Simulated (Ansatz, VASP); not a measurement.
# One calculation of Pt, two programs

Contents of INCAR:

```
SYSTEM = Pt
ALGO = Normal
EDIFF = 1E-7
ENCUT = 520
GGA = PE
ISIF = 2
ISMEAR = -1
LASPH = .True.
LCHARG = .False.
LREAL = .False.
LWAVE = .False.
NBANDS = 17
NELM = 100
PREC = Accurate
SIGMA = 0.1
```

Contents of KPOINTS:

```
k-points
0
Gamma
  14 14 10
  0 0 0
```

Contents of POSCAR:

```
Pt
1.0
   -2.1083687681      2.4588037065      1.3221119595
    2.4588037065     -2.1083687681      1.3221119595
    2.5656472644      2.5656472644     -0.6802897280
Pt
2
Direct
    0.0160877053      0.9839122947      0.0000000000
    0.7339122947      0.2660877053      0.5000000000
```

Input for Ansatz:

```yaml
crystal:
  lattice:
    - [-2.1083687681, 2.4588037065, 1.3221119595]
    - [2.4588037065, -2.1083687681, 1.3221119595]
    - [2.5656472644, 2.5656472644, -0.680289728]
  atoms:
    - { symbol: Pt, position: [0.0160877053, 0.9839122947, 0.0] }
    - { symbol: Pt, position: [0.7339122947, 0.2660877053, 0.5] }
hamiltonian:
  xc: pbe
  pseudopotentials:
    kind: paw
    azcp:
      Pt: "pseudopotentials/Pt.paw.azcp"
basis:
  ecutwfc: 420
  fft_grid_basis: typed
kpoints:
  mp_grid: { grid: [14, 14, 10], shift: [0, 0, 0] }
magnetization:
  spin_polarized: false
scf:
  occupations: { method: fermi_dirac, width: 0.1 }
  lower_state_search: "off"
output:
  stress: true
  write_density: true
  write_potential: true
  elf: true
  volumetric_format: npy
```

Alike in both runs: task single point; functional PBE; k mesh 14 × 14 × 10; occupations fermi-dirac, width 0.1 eV; no spin polarisation.

|  | VASP | Ansatz |
| --- | --- | --- |
| version | VASP 6.6.1 | Ansatz 0.2.0 |
| potentials or method | VASP PAW PBE potentials, release 64 (Pt), cutoff 520 eV | plane waves (420 eV) with PAW, scalar-relativistic |
| valence electrons in the cell | 20 | 36 |

Ansatz gave:

| Property | Result |
| --- | --- |
| pressure (GPa) | 10.0 |
| traceless stress, the component that is largest in VASP (GPa) | 0.81 |

**Question.** What did VASP give for the same quantities?

**Answer.** Pressure (GPa): 9.4; traceless stress, the component that is largest in VASP (GPa): 0.76.

VASP's potentials hold 20 valence electrons a cell and Ansatz's 36, so a difference there can come from the potentials and not from the codes.

Spin-orbit coupling is off throughout.
